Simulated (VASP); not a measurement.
Runs of VASP 6.6.1 on Cu. The structure is that of space group Cmcm (No. 63), or close to it. The cells are those of the table. 

| cell | gap on the mesh (eV) | pressure (GPa) | largest force (eV/Å) |
| --- | --- | --- | --- |
| a = 4.045, b = 4.045, c = 2.408 Å, angles 90.0, 90.0, 145.9°, 2 atoms | none | 7.2 | 0.07 |
| a = 4.196, b = 4.196, c = 2.497 Å, angles 90.0, 90.0, 145.9°, 2 atoms | none | -9.9 | 0.07 |
| a = 4.122, b = 4.122, c = 2.453 Å, angles 90.0, 90.0, 145.9°, 2 atoms | none | (b) | 0.01 |
| a = 4.232, b = 4.232, c = 2.519 Å, angles 90.0, 90.0, 145.9°, 2 atoms | none | -12.7 | 0.10 |
| a = 4.084, b = 4.084, c = 2.431 Å, angles 90.0, 90.0, 145.9°, 2 atoms | none | (a) | 0.03 |

Alike in all rows: task single point; level LDA; potentials or basis VASP PAW LDA potentials, release 64 (Cu); no spin polarisation; k mesh 12 × 12 × 12; cutoff (eV) 520; smearing fermi-dirac 0.15 eV.

Task: Fill in the values left out.

Result: (a) 1.9; (b) -2.8.

Caveats: the cell stands under tension (at least some runs); the cell stands under pressure (at least some runs).

A gap of «none» marks levels without a gap at the run's occupations.
